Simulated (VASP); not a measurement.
Crystal: Si2W (MoSi2 type).

```
W Si
1.0
    -1.55922    1.55922    3.82008
     1.55922   -1.55922    3.82008
     1.55922    1.55922   -3.82008
W Si
1 2
Direct
  0.00000 0.00000 0.00000
  0.33500 0.33500 0.00000
  0.66500 0.66500 0.00000
```

```yaml
Program: VASP 6.6.1
Task: relaxation of cell and atoms
Functional: PBE
Potentials_or_basis: VASP PAW PBE potentials, release 64 (W_sv, Si)
Cutoff: 600 eV
k_mesh: 15 × 15 × 15
Occupations: fermi-dirac, width 0.05 eV
Spin: no spin polarisation
```

At the start: pressure 27.4 GPa; volume 12.38 Å³/atom.

Where does the relaxation end?

Over 10 steps the energy falls by 101.5 meV/atom and the volume is 13.68 Å³/atom (+10.5 %); space group I4/mmm (No. 139, to 0.05 Å).

The path:
| step | energy change (eV) | largest force (eV/Å) | pressure (GPa) | volume (Å³) |
| --- | --- | --- | --- | --- |
| 1 | 0.0000 | 0.3880 | 27.36 | 37.15 |
| 2 | 0.6093 | 0.5660 | -27.68 | 49.72 |
| 3 | -0.3017 | 0.0958 | -1.29 | 41.24 |
| 4 | -0.3028 | 0.0766 | -0.13 | 41.02 |
| 5 | -0.3028 | 0.0694 | 0.31 | 40.94 |
| 6 | -0.3043 | 0.0151 | 0.27 | 40.99 |
| 7 | -0.3045 | 0.0293 | 0.28 | 40.98 |
| 8 | -0.3045 | 0.0122 | -0.33 | 41.10 |
| 9 | -0.3046 | 0.0199 | -0.06 | 41.04 |
| 10 | -0.3046 | 0.0025 | 0.01 | 41.03 |

Final structure:
```yaml
crystal:
  lattice:
    - [-1.61487, 1.61487, 3.93381]
    - [1.61487, -1.61487, 3.93381]
    - [1.61487, 1.61487, -3.93381]
  atoms:
    - { symbol: W, position: [0.00000, 0.00000, 0.00000] }
    - { symbol: Si, position: [0.33454, 0.33454, 0.00000] }
    - { symbol: Si, position: [0.66546, 0.66546, 0.00000] }
```
